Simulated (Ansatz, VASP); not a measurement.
**Rh: VASP beside Ansatz**

```
CELL_PARAMETERS angstrom
1.36238 -2.35971 0.00000
1.36238 2.35971 0.00000
0.00000 0.00000 4.38600
ATOMIC_POSITIONS crystal
Rh 0.66667 0.33333 0.25000
Rh 0.33333 0.66667 0.75000
```

Alike in both runs: task single point; functional PBE; k mesh 17 × 17 × 9; occupations fermi-dirac, width 0.05 eV; no spin polarisation.

|  | VASP | Ansatz |
| --- | --- | --- |
| version | VASP 6.6.1 | Ansatz 0.2.0 |
| potentials or method | VASP PAW PBE potentials, release 64 (Rh_pv), cutoff 520 eV | all-electron LAPW, scalar-relativistic |

|  | VASP | Ansatz | Ansatz less VASP |
| --- | --- | --- | --- |
| pressure (GPa) | 0.0 | 0.0 | -0.04 |
| traceless stress, the component that is largest in VASP (GPa) | 0.06 | 0.02 | -0.037 |

Ansatz ran all-electron here, and VASP with PAW potentials.
